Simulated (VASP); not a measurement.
# WC (rocksalt type) (Fm-3m) in VASP: a series of runs, part 2 of 2

VASP 6.6.1. Earlier steps stand in the parts before.

## 3. Single point, PBE (volume scaled by 0.8)

INCAR reads:

```
SYSTEM = WC
PREC = Accurate
ENCUT = 520
EDIFF = 1E-7
ISMEAR = -1
SIGMA = 0.08
LREAL = .False.
LASPH = .True.
NELM = 60
ALGO = Normal
ISIF = 2
LWAVE = .False.
LCHARG = .False.
GGA = PE
NBANDS = 16
```

KPOINTS reads:

```
Automatic mesh
0
Gamma
  15 15 15
  0 0 0
```

POSCAR reads:

```
WC
1.0
    0.0000000000      2.0330926113      2.0330926113
    2.0330926113      0.0000000000      2.0330926113
    2.0330926113      2.0330926113      0.0000000000
W C
1 1
Direct
    0.0000000000      0.0000000000      0.0000000000
    0.5000000000      0.5000000000      0.5000000000
```

Potentials or basis: VASP PAW PBE potentials, release 64 (W_sv, C).

Command:

```bash
> cat potpaw_PBE.64/W_sv/POTCAR potpaw_PBE.64/C/POTCAR > POTCAR
> mpirun -np 1 vasp_std > vasp.out
```

It took 16 s on 1 thread of Intel Xeon Platinum 8488C (Sapphire Rapids), shared host; peak memory 0.16 GiB.

It converged, with:

| Quantity | Value |
| --- | --- |
| Free energy | -20.1078 eV |
| Pressure | 133.8 GPa |
| Band gap on the k mesh | zero (band 9 reaches 17.67 eV, above the bottom of band 10 at 13.43 eV) |

Levels at points of the mesh, in eV from the Fermi level:
```
           k point  band 6  band 7  band 8  band 9  band 10  band 11  band 12  band 13
(0.00, 0.00, 0.00)   -3.69   -3.69   -3.69   -1.53    -1.53    -1.53    -1.16    -1.16
```

Caveat: spin-orbit coupling is left out, which moves the levels of the heavy elements.

## 4. Single point, PBE (volume scaled by 0.8)

INCAR reads:

```
PREC     = Accurate       # precision mode
ENCUT    = 520            # plane-wave cutoff, eV
EDIFF    = 1E-6           # SCF threshold, eV
ISMEAR   = -1             # smearing method
SIGMA    = 0.08           # smearing width, eV
LREAL    = False          # projectors in reciprocal space
LASPH    = True           # aspherical terms in the spheres
NELM     = 60             # most SCF steps
ALGO     = Normal         # electronic algorithm
ISIF     = 2              # what is computed and relaxed
LWAVE    = False          # write WAVECAR
LCHARG   = False          # write CHGCAR
GGA      = PE             # functional
NBANDS   = 16             # bands
```

KPOINTS reads:

```
Automatic mesh
0
Gamma
  15 15 15
```

POSCAR is that of step 3.

Potentials or basis: VASP PAW PBE potentials, release 64 (W_sv, C).

Command:

```bash
> cat potpaw_PBE.64/W_sv/POTCAR potpaw_PBE.64/C/POTCAR > POTCAR
> mpirun -np 1 vasp_std > vasp.out
```

OUTCAR:

```text
PREC = Accurate
   ENCUT = 520
   EDIFF = 1E-6
   ISMEAR = -1
   LREAL = False
   LASPH = True
   NELM = 60
   ISIF = 2
   GGA = PE

 ion  position               nearest neighbor table
   1  0.000  0.000  0.000-   2 2.03   2 2.03   2 2.03   2 2.03   2 2.03   2 2.03
   2  0.500  0.500  0.500-   1 2.03   1 2.03   1 2.03   1 2.03   1 2.03   1 2.03

  LATTYP: Found a face centered cubic cell.
 ALAT       =     4.0661852226

  Lattice vectors:

 A1 = (   0.0000000000,   2.0330926113,   2.0330926113)
 A2 = (   2.0330926113,   0.0000000000,   2.0330926113)
[... 625 lines left out ...]
      4     -23.1968      2.00000
      5      -0.2762      2.00000
      6       8.9473      2.00000
[... 8 lines left out ...]
     15      28.6909      0.00000
     16      37.0675      0.00000

 [... further k-points ...]
[... 5 lines left out ...]
  --------------------------------------------------------------------------------------
  -------------------------------------------------------------------------------------
  Total       14.0307983     14.0307983     14.0307983      0.0000000      0.0000000     -0.0000000
  in kB     1337.4928885   1337.4928885   1337.4928885      0.0000000      0.0000000     -0.0000000
  external PRESSURE =    1337.4928885 kB  Pullay stress =       0.0000000 kB

 VOLUME and BASIS-vectors are now :
 -----------------------------------------------------------------------------
  energy-cutoff  :      520.00
  volume of cell :       16.81
      direct lattice vectors                 reciprocal lattice vectors
     0.000000000  2.033092611  2.033092611    -0.245930755  0.245930755  0.245930755
     2.033092611  0.000000000  2.033092611     0.245930755 -0.245930755  0.245930755
     2.033092611  2.033092611  0.000000000     0.245930755  0.245930755 -0.245930755

 POSITION                                       TOTAL-FORCE (eV/Angst)
 -----------------------------------------------------------------------------------
      0.00000      0.00000      0.00000         0.000000     -0.000000      0.000000
      2.03309      2.03309      2.03309        -0.000000      0.000000     -0.000000
 -----------------------------------------------------------------------------------
    total drift:                                0.000000     -0.000000     -0.000000

  FREE ENERGIE OF THE ION-ELECTRON SYSTEM (eV)
  ---------------------------------------------------
  free  energy   TOTEN  =       -20.1078350585 eV

  energy  without entropy=      -20.0920551208  energy(sigma->0) =      -20.09994509
```

stdout:

```text
POSCAR found type information on POSCAR W C
 POSCAR found :  2 types and       2 ions
 scaLAPACK will be used
 LDA part: xc-table for (Slater+PW92), standard interpolation
 POSCAR, INCAR and KPOINTS ok, starting setup
 FFT: planning ... GRIDC
 FFT: planning ... GRID_SOFT
 FFT: planning ... GRID
 WAVECAR not read
 entering main loop
```

It took 14 s on 1 thread of Intel Xeon Platinum 8488C (Sapphire Rapids), shared host; peak memory 0.16 GiB.

Results:

```yaml
Free_energy: -20.1078 eV
Pressure: 133.7 GPa
Band_gap_on_the_k_mesh: zero (band 9 reaches 17.67 eV, above the bottom of band 10 at 13.43 eV)
```

Caveat: spin-orbit coupling is left out, which moves the levels of the heavy elements.
